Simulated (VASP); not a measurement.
A run of VASP 6.6.1:

INCAR

```
PREC     = Accurate       # precision mode
ENCUT    = 520            # plane-wave cutoff, eV
EDIFF    = 1E-7           # SCF threshold, eV
ISMEAR   = 0              # smearing method
SIGMA    = 0.1            # smearing width, eV
LREAL    = False          # projectors in reciprocal space
LASPH    = True           # aspherical terms in the spheres
NELM     = 150            # most SCF steps
ALGO     = Normal         # electronic algorithm
ISIF     = 2              # what is computed and relaxed
LWAVE    = False          # write WAVECAR
LCHARG   = True           # write CHGCAR
ISPIN    = 2              # spin polarisation
MAGMOM   = 0 2 -2 0 0 0   # initial moments
LORBIT   = 11             # projections on sites
LMAXMIX  = 4              # l up to which the mixer works
GGA      = PE             # functional
LELF     = True           # ELF
LVHAR    = True         
NBANDS   = 35             # bands
```

File KPOINTS:

```
regular mesh
0
Gamma
  6 6 2
```

POSCAR

```
AlV2N3
1.0
    3.2704990200      0.0000000000      0.0000000000
   -1.6352495100      2.8323352300      0.0000000000
    0.0000000000      0.0000000000      8.0110538000
Al V N
1 2 3
Direct
    0.0000000000      0.0000000000      0.5000000000
    0.6666666700      0.3333333300      0.8333333300
    0.3333333300      0.6666666700      0.1666666700
    0.3333333300      0.6666666700      0.6666666700
    0.6666666700      0.3333333300      0.3333333300
    0.0000000000      0.0000000000      0.0000000000
```

Potentials or basis: VASP PAW PBE potentials, release 64 (Al, V_sv, N).

The run is started by

```bash
$ cat potpaw_PBE.64/Al/POTCAR potpaw_PBE.64/V_sv/POTCAR potpaw_PBE.64/N/POTCAR > POTCAR
$ mpirun -np 1 vasp_std > vasp.out
```

Hardware: 1 thread of Intel(R) Xeon(R) 6975P-C (Granite Rapids), with other jobs on the host.

Q: How long does it take, and how much memory?

A: Run time: 37 s on 1 thread of Intel(R) Xeon(R) 6975P-C (Granite Rapids), with other jobs on the host, peak memory 0.23 GiB. Counts: scf iterations 20, k points 14.
